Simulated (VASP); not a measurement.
# Al: relaxation of cell and atoms with PBEsol

The system is Al.

```
Al
1.0
     0.00000    2.00721    2.00721
     2.00721    0.00000    2.00721
     2.00721    2.00721    0.00000
Al
1
Direct
  0.00000 0.00000 0.00000
```

```
Program                : VASP 6.6.1
Task                   : relaxation of cell and atoms
Functional             : PBEsol
Potentials or basis    : VASP PAW PBE potentials, release 64 (Al)
Cutoff                 : 600 eV
k mesh                 : 24 × 24 × 24
Occupations            : fermi-dirac, width 0.05 eV
Spin                   : no spin polarisation
Target pressure        : 7 GPa
Dipole correction      : no
Further INCAR settings : ALGO = Normal; EDIFF = 1e-06; IBRION = 2; EDIFFG = -0.002; NSW = 100; ISIF = 3
```

```json
{"Relaxed volume": "15.05 Å³/atom", "Relaxed cell": "a = 2.771 Å, b = 2.771 Å, c = 2.771 Å, α = 60.00°, β = 60.00°, γ = 60.00°", "Space group after relaxing (to 0.1 Å)": "Fm-3m (No. 225)", "Energy change on relaxing (the run minimises the enthalpy)": "+23.1 meV/atom", "Ionic steps": "3", "Pressure after relaxing": "7.0 GPa", "Band gap on the k mesh": "zero (an odd number of electrons rules out a gap without spin polarisation)"}
```

The path:
| step | energy change (eV) | largest force (eV/Å) | pressure (GPa) | volume (Å³) |
| --- | --- | --- | --- | --- |
| 1 | 0.0000 | 0.0000 | 0.03 | 16.17 |
| 2 | 0.0487 | 0.0000 | 10.78 | 14.58 |
| 3 | 0.0231 | 0.0000 | 7.00 | 15.05 |

Final structure:
```yaml
crystal:
  lattice:
    - [0.00000, 1.95943, 1.95943]
    - [1.95943, 0.00000, 1.95943]
    - [1.95943, 1.95943, 0.00000]
  atoms:
    - { symbol: Al, position: [0.00000, 0.00000, 0.00000] }
```

Levels at points of the mesh, in eV from the Fermi level:
```tsv
k point	band 1	band 2	band 3	band 4	band 5
(0.00, 0.00, 0.00)	-11.80	13.10	13.10	13.10	15.32
(0.50, 0.00, 0.00)	-4.99	-4.52	11.85	11.85	12.40
(0.50, 0.50, 0.00)	-3.16	-1.66	5.25	6.02	6.02
```

Wall time 35 s on 1 thread of Intel Xeon 8259CL, with other jobs on the host, peak memory 0.17 GiB.

Caveat: the cell is relaxed towards a set pressure, so the run minimises the enthalpy, not the energy; the PAW data sets were made with another functional, which shifts forces and pressure a little.
